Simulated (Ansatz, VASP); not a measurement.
One calculation of AlPt, two programs

Contents of POSCAR:

```
AlPt
1.0
    3.0915500000      0.0000000000      0.0000000000
    0.0000000000      3.0915500000      0.0000000000
    0.0000000000      0.0000000000      3.0915500000
Al Pt
1 1
Direct
    0.0000000000     -0.0161731170      0.0000000000
    0.5000000000      0.5000000000      0.5000000000
```

The input INCAR.step1:

```
SYSTEM = AlPt
PREC = Accurate
ENCUT = 520
ISMEAR = 1
SIGMA = 0.2
LREAL = .False.
LASPH = .True.
NELM = 100
NBANDS = 14
GGA = PE
ALGO = Normal
EDIFF = 1E-4
LWAVE = .True.
LCHARG = .False.
```

INCAR.step2

```
SYSTEM = AlPt
PREC = Accurate
ENCUT = 520
EDIFF = 1E-6
ISMEAR = 1
SIGMA = 0.2
LREAL = .False.
LASPH = .True.
NELM = 100
ALGO = Normal
ISIF = 2
LWAVE = .False.
LCHARG = .False.
METAGGA = R2SCAN
LMIXTAU = .True.
NBANDS = 14
ISTART = 1
```

The input KPOINTS:

```
regular mesh
0
Gamma
  4 4 4
  0 0 0
```

Input for Ansatz:

```yaml
crystal:
  lattice:
    - [3.09155, 0.0, 0.0]
    - [0.0, 3.09155, 0.0]
    - [0.0, 0.0, 3.09155]
  atoms:
    - { symbol: Al, position: [0.0, -0.016173117044848053, 0.0] }
    - { symbol: Pt, position: [0.5, 0.5, 0.5] }
basis:
  ecutwfc: 630.0
  xc_grid: 2
kpoints:
  mp_grid:
    grid: [4, 4, 4]
    shift: [0.0, 0.0, 0.0]
hamiltonian:
  xc: r2scan
scf:
  convergence:
    dr2_threshold: 1.0e-05
  mixing:
    algorithm: broyden
    beta: 0.4
    ndim: 8
  occupations:
    method: cold
    width: 0.2
output:
  forces: true
```

Alike in both runs: task single point; functional r2SCAN; k mesh 4 × 4 × 4; no spin polarisation.

```csv
,VASP,Ansatz
version,VASP 6.6.1,Ansatz 0.2.0
potentials or method,"VASP PAW PBE potentials, release 64 (Al, Pt), cutoff 520 eV","plane waves, PAW"
occupations,"methfessel-paxton of order 1, width 0.2 eV","cold, width 0.2 eV"
valence electrons in the cell,13,21
```

|  | VASP | Ansatz | Ansatz less VASP |
| --- | --- | --- | --- |
| rms of the force components (eV/Å) | 0.104 | 0.101 | -0.0021 |

VASP's potentials were made for PBE, not for r2SCAN. Atom by atom the forces differ by 0.002 eV/Å (rms over components). VASP's potentials hold 13 valence electrons a cell and Ansatz's 21, so a difference there can come from the potentials and not from the codes. Ansatz's warnings: force scf threshold loose.

The k mesh is coarse, so the values compare programs but aren't converged. Neither program's run includes spin-orbit coupling.
